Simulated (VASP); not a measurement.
# GaN (F-43m) in VASP: a series of runs, part 2 of 2

VASP 6.6.1. Earlier steps stand in the parts before.

## 3. Single point, PBE (volume scaled by 0.88)

INCAR

```
PREC     = Accurate       # precision mode
ENCUT    = 600            # plane-wave cutoff, eV
EDIFF    = 1E-6           # SCF threshold, eV
ISMEAR   = 0              # smearing method
SIGMA    = 0.02           # smearing width, eV
LREAL    = F              # projectors in reciprocal space
LASPH    = T              # aspherical terms in the spheres
NELM     = 120            # most SCF steps
ALGO     = Normal         # electronic algorithm
ISIF     = 2              # what is computed and relaxed
LWAVE    = F              # write WAVECAR
LCHARG   = F              # write CHGCAR
GGA      = PE             # functional
NBANDS   = 16             # bands
GGA_COMPAT= F
```

KPOINTS

```
regular mesh
0
Gamma
  10 10 10
```

POSCAR

```
GaN
1.0
    0.0000000000      2.1793663009      2.1793663009
    2.1793663009      0.0000000000      2.1793663009
    2.1793663009      2.1793663009      0.0000000000
Ga N
1 1
Direct
    0.0000000000      0.0000000000      0.0000000000
    0.7500000000      0.7500000000      0.7500000000
```

Potentials or basis: VASP PAW PBE potentials, release 64 (Ga_d, N).

Command:

```sh
cat potpaw_PBE.64/Ga_d/POTCAR potpaw_PBE.64/N/POTCAR > POTCAR
mpirun -np 1 vasp_std > vasp.out
```

OUTCAR:

```text
PREC = Accurate
   ENCUT = 600
   EDIFF = 1E-6
   ISMEAR = 0
   LREAL = F
   LASPH = T
   NELM = 120
   ISIF = 2
   GGA = PE

 ion  position               nearest neighbor table
   1  0.000  0.000  0.000-   2 1.89   2 1.89   2 1.89   2 1.89
   2  0.750  0.750  0.750-   1 1.89   1 1.89   1 1.89   1 1.89

  LATTYP: Found a face centered cubic cell.
 ALAT       =     4.3587326018

  Lattice vectors:

 A1 = (   0.0000000000,   2.1793663009,   2.1793663009)
 A2 = (   2.1793663009,   0.0000000000,   2.1793663009)
 A3 = (   2.1793663009,   2.1793663009,   0.0000000000)

Analysis of symmetry for initial positions (statically):
=====================================================================
 Subroutine PRICEL returns:
 Original cell was already a primitive cell.

 Routine SETGRP: Setting up the symmetry group for a
 face centered cubic supercell.

 Subroutine GETGRP returns: Found 24 space group operations
 (whereof 24 operations were pure point group operations)
 out of a pool of 48 trial point group operations.

The static configuration has the point symmetry T_d .

Analysis of symmetry for dynamics (positions and initial velocities):
=====================================================================
 Subroutine PRICEL returns:
 Original cell was already a primitive cell.

 Routine SETGRP: Setting up the symmetry group for a
 face centered cubic supercell.

 Subroutine GETGRP returns: Found 24 space group operations
 (whereof 24 operations were pure point group operations)
 out of a pool of 48 trial point group operations.

The dynamic configuration has the point symmetry T_d .

 Subroutine INISYM returns: Found 24 space group operations
 (whereof 24 operations are pure point group operations),
 and found     1 'primitive' translations

----------------------------------------------------------------------------------------

                                     Primitive cell

  volume of cell :      20.7024

  direct lattice vectors                    reciprocal lattice vectors
     0.000000000  2.179366301  2.179366301    -0.229424489  0.229424489  0.229424489
     2.179366301  0.000000000  2.179366301     0.229424489 -0.229424489  0.229424489
     2.179366301  2.179366301  0.000000000     0.229424489  0.229424489 -0.229424489

  length of vectors
     3.082089380  3.082089380  3.082089380     0.397374872  0.397374872  0.397374872

  position of ions in fractional coordinates (direct lattice)
     0.000000000  0.000000000  0.000000000
     0.750000000  0.750000000  0.750000000

  ion indices of the primitive-cell ions
   primitive index   ion index
                 1           1
                 2           2

----------------------------------------------------------------------------------------

 KPOINTS: regular mesh

Automatic generation of k-mesh.
 Grid dimensions read from file:
 generate k-points for:   10   10   10

 Generating k-lattice:

  Cartesian coordinates                     Fractional coordinates (reciprocal lattice)
    -0.022942449  0.022942449  0.022942449     0.100000000  0.000000000  0.000000000
     0.022942449 -0.022942449  0.022942449     0.000000000  0.100000000  0.000000000
     0.022942449  0.022942449 -0.022942449     0.000000000  0.000000000  0.100000000

  Length of vectors
     0.039737487  0.039737487  0.039737487

  Shift w.r.t. Gamma in fractional coordinates (k-lattice)
     0.000000000  0.000000000  0.000000000

 Subroutine IBZKPT returns following result:
 ===========================================

 Found     47 irreducible k-points:

 Following reciprocal coordinates:
            Coordinates               Weight
  0.000000  0.000000  0.000000      1.000000
  0.100000  0.000000  0.000000      8.000000
  0.200000  0.000000  0.000000      8.000000
  0.300000  0.000000  0.000000      8.000000
  0.400000  0.000000  0.000000      8.000000
  0.500000  0.000000  0.000000      4.000000
[... 16 lines left out ...]
  0.300000  0.300000  0.000000      6.000000
  0.400000  0.300000  0.000000     24.000000
 [... further k-points ...]
   k-points           NKPTS =     47   k-points in BZ     NKDIM =     47   number of bands    NBANDS=     16
   number of dos      NEDOS =    301   number of ions     NIONS =      2
   total plane-waves  NPLWV =  21952
   dimension x,y,z NGX =    28 NGY =   28 NGZ =   28
   dimension x,y,z NGXF=    56 NGYF=   56 NGZF=   56
   ions per type =               1   1
   NGX,Y,Z   is equivalent  to a cutoff of  15.10, 15.10, 15.10 a.u.
   NGXF,Y,Z  is equivalent  to a cutoff of  30.21, 30.21, 30.21 a.u.
 SYSTEM =  unknown system
   PREC   = accura    normal or accurate (medium, high low for compatibility)
   ISTART =      0    job   : 0-new  1-cont  2-samecut
   ICHARG =      2    charge: 1-file 2-atom 10-const
   ISPIN  =      1    spin polarized calculation?
   LNONCOLLINEAR =      F non collinear calculations
   LSORBIT =      F    spin-orbit coupling
   LASPH  =      T    aspherical Exc in radial PAW
   ENCUT  =  600.0 eV  44.10 Ry    6.64 a.u.   6.16  6.16  6.16*2*pi/ulx,y,z
   NELM   =    120;   NELMIN=  2; NELMDL= -5     # of ELM steps
   EDIFF  = 0.1E-05   stopping-criterion for ELM
   LREAL  =      F    real-space projection
   EDIFFG = 0.1E-04   stopping-criterion for IOM
   NSW    =      0    number of steps for IOM
   IBRION =     -1    ionic relax: 0-MD 1-quasi-New 2-CG
   NFREE  =      0    steps in history (QN), initial steepest desc. (CG)
   ISIF   =      2    stress and relaxation
   ISYM   =      2    0-nonsym 1-usesym 2-fastsym
   POTIM  = 0.5000    time-step for ionic-motion
   TEBEG  =    0.0;   TEEND  =   0.0 temperature during run
   PSTRESS=    0.0 pullay stress
   NELECT =      18.0000    total number of electrons
   NUPDOWN=      -1.0000    fix difference up-down
   EMIN   =  10.00;   EMAX   =-10.00  energy-range for DOS
   EFERMI =   0.00;   METHOD = LEGACY
   ISMEAR =     0;   SIGMA  =   0.02  broadening in eV -4-tet -1-fermi 0-gaus
   EFERMI_NEDOS =   21; number of points for ismear=-14 and -15
   IALGO  =     38    algorithm
   IMIX   =      4    mixing-type and parameters
     AMIX     =   0.40;   BMIX     =  1.00
     AMIX_MAG =   1.60;   BMIX_MAG =  1.00
  volume/ion in A,a.u.               =      10.35        69.85
  Fermi-wavevector in a.u.,A,eV,Ry     =   1.562519  2.952734 33.218176  2.441467
  Thomas-Fermi vector in A             =   2.665426
   LORBIT       =      0    0 simple, 1 ext, 2 COOP (PROOUT), +10 PAW based schemes
   GGA     = PE    functional components
   LHFCALC =     F    Hartree Fock is set to
   AEXX    =    0.0000 exact exchange contribution
   IVDW    =     0    specifies the selected vdW correction
   LEPSILON=     F    determine dielectric tensor
   LRPA    =     F    only Hartree local field effects (RPA)
 non-spin polarized calculation
 Gauss-broadening in eV      SIGMA  =   0.02
  energy-cutoff  :      600.00
  volume of cell :       20.70
 maximum number of plane-waves:       701
 NGX is ok and might be reduce to    28
   NGX = 13   NGY = 13   NGZ = 13

 number of electron      17.9999998 magnetization

 Free energy of the ion-electron system (eV)
  ---------------------------------------------------
  ext. energy  EPLUGINS =         0.00000000
  ---------------------------------------------------
  free energy    TOTEN  =       -11.92496382 eV

  energy without entropy =      -11.92496382  energy(sigma->0) =      -11.92496382

 E-fermi :   6.5980     XC(G=0): -12.2146

 val. band max:        6.4370277887   @ k =   0.0000   0.0000   0.0000
 cond. band min:       8.8094760079   @ k =   0.0000   0.0000   0.0000
 fundamental gap:      2.3724482192
 Fermi energy:         6.5980255774

 k-point     1 :       0.0000    0.0000    0.0000
  band No.  band energies     occupation
      1     -10.4117      2.00000
      2      -7.1346      2.00000
      3      -7.1346      2.00000
      4      -7.1346      2.00000
      5      -6.6982      2.00000
      6      -6.6982      2.00000
[... 8 lines left out ...]
     15      26.0637      0.00000
     16      26.0637      0.00000

 k-point     2 :       0.1000    0.0000    0.0000
  band No.  band energies     occupation
      1     -10.2790      2.00000
      2      -7.1165      2.00000
      3      -7.1165      2.00000
      4      -7.1025      2.00000
      5      -6.7001      2.00000
      6      -6.7001      2.00000
[... 8 lines left out ...]
     15      24.6904      0.00000
     16      24.8002      0.00000
[... 387 lines left out ...]
      5      -6.6319      2.00000
      6      -6.3645      2.00000
[... 8 lines left out ...]
     15      29.4655      0.00000
     16      30.6150      0.00000

 k-point    24 :       0.4000    0.3000    0.0000
  band No.  band energies     occupation
      1      -9.0964      2.00000
      2      -6.9893      2.00000
      3      -6.8352      2.00000
      4      -6.8329      2.00000
      5      -6.6185      2.00000
      6      -5.8919      2.00000
[... 8 lines left out ...]
     15      29.9729      0.00000
     16      30.4239      0.00000

 [... further k-points ...]
[... 5 lines left out ...]
  --------------------------------------------------------------------------------------
  -------------------------------------------------------------------------------------
  Total        3.7260882      3.7260882      3.7260882     -0.0000000      0.0000000     -0.0000000
  in kB      288.3653150    288.3653150    288.3653150     -0.0000000      0.0000000     -0.0000000
  external PRESSURE =     288.3653150 kB  Pullay stress =       0.0000000 kB

 VOLUME and BASIS-vectors are now :
 -----------------------------------------------------------------------------
  energy-cutoff  :      600.00
  volume of cell :       20.70
      direct lattice vectors                 reciprocal lattice vectors
     0.000000000  2.179366301  2.179366301    -0.229424489  0.229424489  0.229424489
     2.179366301  0.000000000  2.179366301     0.229424489 -0.229424489  0.229424489
     2.179366301  2.179366301  0.000000000     0.229424489  0.229424489 -0.229424489

 POSITION                                       TOTAL-FORCE (eV/Angst)
 -----------------------------------------------------------------------------------
      0.00000      0.00000      0.00000        -0.000000     -0.000000     -0.000000
      3.26905      3.26905      3.26905         0.000000      0.000000      0.000000
 -----------------------------------------------------------------------------------
    total drift:                                0.000001      0.000001      0.000001

  FREE ENERGIE OF THE ION-ELECTRON SYSTEM (eV)
  ---------------------------------------------------
  free  energy   TOTEN  =       -11.9249638224 eV

  energy  without entropy=      -11.9249638224  energy(sigma->0) =      -11.92496382
```

Run time: 25 s. Hardware: 1 thread of Intel Xeon Platinum 8375C at 2.90GHz (Ice Lake), shared host; peak memory 0.16 GiB.

What came out:

| Item | Value |
| --- | --- |
| Free energy | -11.9250 eV |
| Pressure | 28.8 GPa |
| Band gap on the k mesh | 2.37 eV, direct |
